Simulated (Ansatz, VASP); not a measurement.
# Sc in VASP and in Ansatz

Contents of INCAR:

```
SYSTEM = Sc
PREC = Accurate ; ENCUT = 520
EDIFF = 1E-6 ; ISMEAR = -1
SIGMA = 0.03 ; LREAL = .False.
LASPH = .True. ; NELM = 80
ALGO = Normal ; ISIF = 2
LWAVE = .False. ; LCHARG = .True.
LELF = .True. ; LVHAR = .True.
NBANDS = 12
```

The input KPOINTS:

```
regular mesh
0
Gamma
  13 13 13
  0 0 0
```

File POSCAR:

```
Sc
1.0
   -1.9043379473      1.9043379473      1.7060751158
    1.9043379473     -1.9043379473      1.7060751158
    1.9043379473      1.9043379473     -1.7060751158
Sc
1
Direct
    0.0000000000      0.0000000000      0.0000000000
```

Input for Ansatz:

```yaml
crystal:
  lattice:
    - [-1.9043379473, 1.9043379473, 1.7060751158]
    - [1.9043379473, -1.9043379473, 1.7060751158]
    - [1.9043379473, 1.9043379473, -1.7060751158]
  atoms:
    - { symbol: Sc, position: [0.0, 0.0, 0.0] }
kpoints:
  mp_grid: { grid: [13, 13, 13] }
scf:
  occupations: { method: fermi_dirac, width: 0.03 }
hamiltonian:
  xc: lda
  pseudopotentials: { kind: all_electron, lapw: { basis_error: 0.001 } }
output:
  forces: true
  stress: true
  eigenvalues: true
```

Change from the starting cell: volume scaled by 0.98.

Alike in both runs: task single point; functional LDA; k mesh 13 × 13 × 13; occupations fermi-dirac, width 0.03 eV; no spin polarisation.

|  | VASP | Ansatz |
| --- | --- | --- |
| version | VASP 6.6.1 | Ansatz 0.2.0 |
| potentials or method | VASP PAW LDA potentials, release 64 (Sc_sv), cutoff 520 eV | all-electron LAPW, scalar-relativistic |

|  | VASP | Ansatz | Ansatz less VASP |
| --- | --- | --- | --- |
| pressure (GPa) | -4.6 | -4.6 | -0.03 |
| traceless stress, the component that is largest in VASP (GPa) | 0.22 | 0.23 | +0.007 |

LDA's correlation is that of Perdew and Zunger in VASP and of Perdew and Wang (1992) in Ansatz. Ansatz ran all-electron here, and VASP with PAW potentials.
